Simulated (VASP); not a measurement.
# CdSe (P6/mmm) in VASP: notebook

Runs on CdSe. Level: PBE. Tasks: single point.

Everything below comes from runs of VASP 6.6.1. Logs are shortened: lines on timing, memory, paths and dates and some standing lists are left out, and cuts for length are marked.

### 1 The cell of the first run

It takes space group P6/mmm (No. 191, hexagonal). The conventional cell has a = 3.745 Å, b = 3.745 Å, c = 4.176 Å, α = 90.00°, β = 90.00°, γ = 120.00°. Within 2.8 Å of Cd (site symmetry 6/mmm) lie 2 Se at 2.09 Å. Within 2.8 Å of Se (site symmetry 6/mmm) lie 2 Cd at 2.09 Å.

The cell was generated, and may not be a known phase.

### 2 Single point, PBE

The input, INCAR:

```
SYSTEM = CdSe
  PREC = Accurate
  ENCUT = 520
  EDIFF = 1E-7
  ISMEAR = 0
  SIGMA = 0.1
  LREAL = .FALSE.
  LASPH = .TRUE.
  NELM = 80
  ALGO = Normal
  ISIF = 2
  LWAVE = .FALSE.
  LCHARG = .TRUE.
  GGA = PE
  LELF = .TRUE.
  LVHAR = .TRUE.
  NBANDS = 16
```

The input, KPOINTS:

```
regular mesh
0
G
  6 6 4
  0 0 0
```

The input, POSCAR:

```
CdSe
1.0
    3.7446761500      0.0000000000      0.0000000000
   -1.8723380700      3.2429846700      0.0000000000
    0.0000000000      0.0000000000      4.1757106300
Cd Se
1 1
Direct
    0.0000000000      0.0000000000      0.5000000000
    0.0000000000      0.0000000000      0.0000000000
```

Potentials or basis: VASP PAW PBE potentials, release 64 (Cd, Se).

Started as:

```console
> cat potpaw_PBE.64/Cd/POTCAR potpaw_PBE.64/Se/POTCAR > POTCAR
> mpirun -np 1 vasp_std > vasp.out
```

OUTCAR:

```text
SYSTEM = CdSe
   PREC = Accurate
   ENCUT = 520
   EDIFF = 1E-7
   ISMEAR = 0
   LREAL = .FALSE.
   LASPH = .TRUE.
   NELM = 80
   ISIF = 2
   GGA = PE

 ion  position               nearest neighbor table
   1  0.000  0.000  0.500-   2 2.09   2 2.09
   2  0.000  0.000  0.000-   1 2.09   1 2.09

  LATTYP: Found a hexagonal cell.
 ALAT       =     3.7446761500
 C/A-ratio  =     1.1151059431

  Lattice vectors:

 A1 = (   3.7446761500,   0.0000000000,   0.0000000000)
 A2 = (  -1.8723380700,   3.2429846700,   0.0000000000)
 A3 = (   0.0000000000,   0.0000000000,   4.1757106300)

Analysis of symmetry for initial positions (statically):
=====================================================================
 Subroutine PRICEL returns:
 Original cell was already a primitive cell.

 Routine SETGRP: Setting up the symmetry group for a
 hexagonal supercell.

 Subroutine GETGRP returns: Found 24 space group operations
 (whereof 24 operations were pure point group operations)
 out of a pool of 24 trial point group operations.

The static configuration has the point symmetry D_6h.

Analysis of symmetry for dynamics (positions and initial velocities):
=====================================================================
 Subroutine PRICEL returns:
 Original cell was already a primitive cell.

 Routine SETGRP: Setting up the symmetry group for a
 hexagonal supercell.

 Subroutine GETGRP returns: Found 24 space group operations
 (whereof 24 operations were pure point group operations)
 out of a pool of 24 trial point group operations.

The dynamic configuration has the point symmetry D_6h.

 Subroutine INISYM returns: Found 24 space group operations
 (whereof 24 operations are pure point group operations),
 and found     1 'primitive' translations

----------------------------------------------------------------------------------------

                                     Primitive cell

  volume of cell :      50.7095

  direct lattice vectors                    reciprocal lattice vectors
     3.744676150  0.000000000  0.000000000     0.267045790  0.154178958  0.000000000
    -1.872338070  3.242984670  0.000000000     0.000000000  0.308357918  0.000000000
     0.000000000  0.000000000  4.175710630     0.000000000  0.000000000  0.239480196

  length of vectors
     3.744676150  3.744676143  4.175710630     0.308357917  0.308357918  0.239480196

  position of ions in fractional coordinates (direct lattice)
     0.000000000  0.000000000  0.500000000
     0.000000000  0.000000000  0.000000000

  ion indices of the primitive-cell ions
   primitive index   ion index
                 1           1
                 2           2

----------------------------------------------------------------------------------------

 KPOINTS: regular mesh

Automatic generation of k-mesh.
 Grid dimensions read from file:
 generate k-points for:    6    6    4

 Generating k-lattice:

  Cartesian coordinates                     Fractional coordinates (reciprocal lattice)
     0.044507632  0.025696493  0.000000000     0.166666667  0.000000000  0.000000000
     0.000000000  0.051392986  0.000000000     0.000000000  0.166666667  0.000000000
     0.000000000  0.000000000  0.059870049     0.000000000  0.000000000  0.250000000

  Length of vectors
     0.051392986  0.051392986  0.059870049

  Shift w.r.t. Gamma in fractional coordinates (k-lattice)
     0.000000000  0.000000000  0.000000000

 Subroutine IBZKPT returns following result:
 ===========================================

 Found     21 irreducible k-points:

 Following reciprocal coordinates:
            Coordinates               Weight
  0.000000  0.000000  0.000000      1.000000
  0.166667 -0.000000  0.000000      6.000000
  0.333333 -0.000000  0.000000      6.000000
  0.500000 -0.000000  0.000000      3.000000
  0.166667  0.166667  0.000000      6.000000
  0.333333  0.166667  0.000000     12.000000
[... 13 lines left out ...]
  0.333333  0.166667  0.500000     12.000000
  0.333333  0.333333  0.500000      2.000000
   k-points           NKPTS =     21   k-points in BZ     NKDIM =     21   number of bands    NBANDS=     16
   number of dos      NEDOS =    301   number of ions     NIONS =      2
   total plane-waves  NPLWV =  25088
   dimension x,y,z NGX =    28 NGY =   28 NGZ =   32
   dimension x,y,z NGXF=    56 NGYF=   56 NGZF=   64
   ions per type =               1   1
   NGX,Y,Z   is equivalent  to a cutoff of  12.43, 12.43, 12.74 a.u.
   NGXF,Y,Z  is equivalent  to a cutoff of  24.86, 24.86, 25.48 a.u.
 SYSTEM =  CdSe
   PREC   = accura    normal or accurate (medium, high low for compatibility)
   ISTART =      0    job   : 0-new  1-cont  2-samecut
   ICHARG =      2    charge: 1-file 2-atom 10-const
   ISPIN  =      1    spin polarized calculation?
   LNONCOLLINEAR =      F non collinear calculations
   LSORBIT =      F    spin-orbit coupling
   LASPH  =      T    aspherical Exc in radial PAW
   ENCUT  =  520.0 eV  38.22 Ry    6.18 a.u.   6.96  6.96  7.76*2*pi/ulx,y,z
   NELM   =     80;   NELMIN=  2; NELMDL= -5     # of ELM steps
   EDIFF  = 0.1E-06   stopping-criterion for ELM
   LREAL  =      F    real-space projection
   EDIFFG = 0.1E-05   stopping-criterion for IOM
   NSW    =      0    number of steps for IOM
   IBRION =     -1    ionic relax: 0-MD 1-quasi-New 2-CG
   NFREE  =      0    steps in history (QN), initial steepest desc. (CG)
   ISIF   =      2    stress and relaxation
   ISYM   =      2    0-nonsym 1-usesym 2-fastsym
   POTIM  = 0.5000    time-step for ionic-motion
   TEBEG  =    0.0;   TEEND  =   0.0 temperature during run
   PSTRESS=    0.0 pullay stress
   NELECT =      18.0000    total number of electrons
   NUPDOWN=      -1.0000    fix difference up-down
   EMIN   =  10.00;   EMAX   =-10.00  energy-range for DOS
   EFERMI =   0.00;   METHOD = LEGACY
   ISMEAR =     0;   SIGMA  =   0.10  broadening in eV -4-tet -1-fermi 0-gaus
   EFERMI_NEDOS =   21; number of points for ismear=-14 and -15
   IALGO  =     38    algorithm
   IMIX   =      4    mixing-type and parameters
     AMIX     =   0.40;   BMIX     =  1.00
     AMIX_MAG =   1.60;   BMIX_MAG =  1.00
  volume/ion in A,a.u.               =      25.35       171.10
  Fermi-wavevector in a.u.,A,eV,Ry     =   1.159140  2.190457 18.280857  1.343605
  Thomas-Fermi vector in A             =   2.295735
   LORBIT       =      0    0 simple, 1 ext, 2 COOP (PROOUT), +10 PAW based schemes
   GGA     = PE    functional components
   LHFCALC =     F    Hartree Fock is set to
   AEXX    =    0.0000 exact exchange contribution
   IVDW    =     0    specifies the selected vdW correction
   LEPSILON=     F    determine dielectric tensor
   LRPA    =     F    only Hartree local field effects (RPA)
 non-spin polarized calculation
 Gauss-broadening in eV      SIGMA  =   0.10
  energy-cutoff  :      520.00
  volume of cell :       50.71
 maximum number of plane-waves:      1383
 NGX is ok and might be reduce to    28
   NGX = 13   NGY = 13   NGZ = 15

 number of electron      18.0000001 magnetization

 Free energy of the ion-electron system (eV)
  ---------------------------------------------------
  ext. energy  EPLUGINS =         0.00000000
  ---------------------------------------------------
  free energy    TOTEN  =        -1.20307612 eV

  energy without entropy =       -1.20085941  energy(sigma->0) =       -1.20196777

 E-fermi :   2.5392     XC(G=0):  -9.3974

 val. band max:        2.5078336078   @ k =   0.3333  -0.0000   0.5000
 cond. band min:       2.8562972411   @ k =   0.1667  -0.0000   0.5000
 fundamental gap:      0.3484636333
 Fermi energy:         2.5391962705

 k-point     1 :       0.0000    0.0000    0.0000
  band No.  band energies     occupation
      1     -13.0547      2.00000
      2      -7.5137      2.00000
      3      -7.5137      2.00000
      4      -7.0994      2.00000
      5      -7.0994      2.00000
      6      -6.7326      2.00000
[... 8 lines left out ...]
     15      13.1652      0.00000
     16      13.7916      0.00000

 k-point     2 :       0.1667   -0.0000    0.0000
  band No.  band energies     occupation
      1     -12.9759      2.00000
      2      -7.5465      2.00000
      3      -7.5208      2.00000
      4      -7.1169      2.00000
      5      -7.0492      2.00000
      6      -6.5649      2.00000
[... 8 lines left out ...]
     15      12.4927      0.00000
     16      13.7735      0.00000

 k-point     3 :       0.3333   -0.0000    0.0000
  band No.  band energies     occupation
      1     -12.8129      2.00000
      2      -7.6093      2.00000
      3      -7.5352      2.00000
      4      -7.1627      2.00000
      5      -6.9457      2.00000
      6      -6.1219      2.00000
[... 8 lines left out ...]
     15      14.2312      0.00000
     16      15.2421      0.00000

 k-point     4 :       0.5000   -0.0000    0.0000
  band No.  band energies     occupation
      1     -12.7285      2.00000
      2      -7.6395      2.00000
      3      -7.5423      2.00000
      4      -7.1874      2.00000
      5      -6.8924      2.00000
      6      -5.8078      2.00000
[... 8 lines left out ...]
     15      14.7953      0.00000
     16      14.9808      0.00000
[... 267 lines left out ...]
 k-point    19 :       0.1667    0.1667    0.5000
  band No.  band energies     occupation
      1     -10.7873      2.00000
      2      -9.6111      2.00000
      3      -7.8662      2.00000
      4      -7.7858      2.00000
      5      -7.1095      2.00000
      6      -6.9885      2.00000
[... 8 lines left out ...]
     15      13.6547      0.00000
     16      13.7475      0.00000

 k-point    20 :       0.3333    0.1667    0.5000
  band No.  band energies     occupation
      1     -10.5561      2.00000
      2      -9.5990      2.00000
      3      -7.9483      2.00000
      4      -7.8241      2.00000
      5      -7.1089      2.00000
      6      -6.9378      2.00000
[... 8 lines left out ...]
     15      14.4098      0.00000
     16      15.0401      0.00000

 k-point    21 :       0.3333    0.3333    0.5000
  band No.  band energies     occupation
      1     -10.4756      2.00000
      2      -9.5950      2.00000
      3      -7.9062      2.00000
      4      -7.9062      2.00000
      5      -7.0142      2.00000
      6      -7.0142      2.00000
[... 8 lines left out ...]
     15      14.6747      0.00000
     16      16.1920      0.00000

------------------------ aborting loop because EDIFF is reached ----------------------------------------

  FORCE on cell =-STRESS in cart. coord.  units (eV):
  Direction    XX          YY          ZZ          XY          YZ          ZX
  --------------------------------------------------------------------------------------
  -------------------------------------------------------------------------------------
  Total        1.9474309      1.9474309     31.8026064      0.0000000      0.0000000     -0.0000000
  in kB       61.5294566     61.5294564   1004.8095210      0.0000001      0.0000000     -0.0000000
  external PRESSURE =     375.9561447 kB  Pullay stress =       0.0000000 kB

 VOLUME and BASIS-vectors are now :
 -----------------------------------------------------------------------------
  energy-cutoff  :      520.00
  volume of cell :       50.71
      direct lattice vectors                 reciprocal lattice vectors
     3.744676150  0.000000000  0.000000000     0.267045790  0.154178958  0.000000000
    -1.872338070  3.242984670  0.000000000     0.000000000  0.308357918  0.000000000
     0.000000000  0.000000000  4.175710630     0.000000000  0.000000000  0.239480196

 POSITION                                       TOTAL-FORCE (eV/Angst)
 -----------------------------------------------------------------------------------
      0.00000      0.00000      2.08786         0.000000      0.000000      0.000000
      0.00000      0.00000      0.00000         0.000000      0.000000      0.000000
 -----------------------------------------------------------------------------------
    total drift:                               -0.000000     -0.000000      0.000000

  FREE ENERGIE OF THE ION-ELECTRON SYSTEM (eV)
  ---------------------------------------------------
  free  energy   TOTEN  =        -1.2030761215 eV

  energy  without entropy=       -1.2008594093  energy(sigma->0) =       -1.20196777
```

It took 8.3 s on 1 thread of Intel Xeon 6975P-C (Granite Rapids), shared host; peak memory 0.16 GiB.

What came out:

* Free energy: -1.2031 eV
* Pressure: 37.6 GPa
* Band gap on the k mesh: zero (bands 9 and 10 overlap by 1.29 eV)

Stress tensor (GPa, compression positive):
```
  6.15   0.00   0.00
  0.00   6.15   0.00
  0.00   0.00 100.48
```

Caveat: the k points lie up to 0.38 Å⁻¹ apart, too coarse for converged energies and pressures of a metal.

### 3 Single point, PBE

This run uses another cell than the first one, of 42.47 Å³/atom.

The input, INCAR:

```
SYSTEM = CdSe
PREC = Accurate
ENCUT = 520
EDIFF = 1E-6
ISMEAR = 0
SIGMA = 0.1
LREAL = .FALSE.
LASPH = .TRUE.
NELM = 60
ALGO = Normal
ISIF = 2
LWAVE = .FALSE.
LCHARG = .FALSE.
GGA = PE
NBANDS = 16
```

KPOINTS is that of step 2.

The input, POSCAR:

```
CdSe
1.0
    4.4703174389     -0.0000000034      0.0000000000
   -2.2351587165      3.8714084668      0.0000000000
    0.0000000000      0.0000000000      4.9079392316
Cd Se
1 1
Direct
    0.0000000000      0.0000000000      0.5000000000
    0.0000000000      0.0000000000      0.0000000000
```

Potentials or basis: VASP PAW PBE potentials, release 64 (Cd, Se).

Started as:

```console
> cat potpaw_PBE.64/Cd/POTCAR potpaw_PBE.64/Se/POTCAR > POTCAR
> mpirun -np 1 vasp_std > vasp.out
```

OUTCAR:

```text
SYSTEM = CdSe
   PREC = Accurate
   ENCUT = 520
   EDIFF = 1E-6
   ISMEAR = 0
   LREAL = .FALSE.
   LASPH = .TRUE.
   NELM = 60
   ISIF = 2
   GGA = PE

 ion  position               nearest neighbor table
   1  0.000  0.000  0.500-   2 2.45   2 2.45
   2  0.000  0.000  0.000-   1 2.45   1 2.45

  LATTYP: Found a hexagonal cell.
 ALAT       =     4.4703174389
 C/A-ratio  =     1.0978950150

  Lattice vectors:

 A1 = (   4.4703174389,  -0.0000000034,   0.0000000000)
[... 581 lines left out ...]

  FORCE on cell =-STRESS in cart. coord.  units (eV):
  Direction    XX          YY          ZZ          XY          YZ          ZX
  --------------------------------------------------------------------------------------
  -------------------------------------------------------------------------------------
  Total        0.0174453      0.0174453      0.4825540      0.0000000     -0.0000000      0.0000000
  in kB        0.3290665      0.3290665      9.1022747      0.0000000     -0.0000000      0.0000000
  external PRESSURE =       3.2534693 kB  Pullay stress =       0.0000000 kB

 VOLUME and BASIS-vectors are now :
 -----------------------------------------------------------------------------
  energy-cutoff  :      520.00
  volume of cell :       84.94
      direct lattice vectors                 reciprocal lattice vectors
     4.470317439 -0.000000003  0.000000000     0.223697761  0.129151962  0.000000000
    -2.235158716  3.871408467  0.000000000     0.000000000  0.258303925  0.000000000
     0.000000000  0.000000000  4.907939232     0.000000000  0.000000000  0.203751504

 POSITION                                       TOTAL-FORCE (eV/Angst)
 -----------------------------------------------------------------------------------
      0.00000      0.00000      2.45397        -0.000000      0.000000      0.000000
      0.00000      0.00000      0.00000         0.000000      0.000000      0.000000
 -----------------------------------------------------------------------------------
    total drift:                                0.000000     -0.000000     -0.000000

  FREE ENERGIE OF THE ION-ELECTRON SYSTEM (eV)
  ---------------------------------------------------
  free  energy   TOTEN  =        -3.5841137054 eV

  energy  without entropy=       -3.5748348810  energy(sigma->0) =       -3.57947429
```

OSZICAR:

```text
N       E                     dE             d eps       ncg     rms          rms(c)
DAV:   1     0.949793790538E+02    0.94979E+02   -0.81328E+03   672   0.961E+02
DAV:   2    -0.639189024637E+00   -0.95619E+02   -0.90526E+02   848   0.229E+02
DAV:   3    -0.471660405439E+01   -0.40774E+01   -0.40474E+01   768   0.460E+01
DAV:   4    -0.473381398021E+01   -0.17210E-01   -0.17209E-01   856   0.329E+00
DAV:   5    -0.473391995723E+01   -0.10598E-03   -0.10598E-03   776   0.228E-01    0.608E+00
DAV:   6    -0.365512278923E+01    0.10788E+01   -0.14759E+00   792   0.116E+01    0.435E+00
DAV:   7    -0.359744155984E+01    0.57681E-01   -0.25698E-01   744   0.310E+00    0.193E+00
DAV:   8    -0.359089630940E+01    0.65453E-02   -0.64263E-02   720   0.248E+00    0.558E-01
DAV:   9    -0.358395401364E+01    0.69423E-02   -0.23591E-02   712   0.139E+00    0.196E-01
DAV:  10    -0.358377086171E+01    0.18315E-03   -0.20557E-03   760   0.388E-01    0.720E-02
DAV:  11    -0.358422774048E+01   -0.45688E-03   -0.96485E-04   752   0.178E-01    0.477E-02
DAV:  12    -0.358411064955E+01    0.11709E-03   -0.19095E-04   760   0.109E-01    0.122E-02
DAV:  13    -0.358411372727E+01   -0.30777E-05   -0.34689E-05   752   0.274E-02    0.531E-03
DAV:  14    -0.358411370544E+01    0.21830E-07   -0.14004E-06   792   0.807E-03
   1 F= -.35841137E+01 E0= -.35794743E+01  d E =-.927882E-02
```

Run time: 12 s. Hardware: 1 thread of Intel Xeon 6975P-C (Granite Rapids), shared host; peak memory 0.22 GiB.

Results:

* Free energy: -3.5841 eV
* Pressure: 0.3 GPa
* Band gap on the k mesh: zero (bands 9 and 10 overlap by 0.65 eV)

Caveat: semilocal functionals underestimate gaps, and a narrow one can read as zero.

The gap in the log of VASP goes by the Fermi energy; the results here count the filled bands.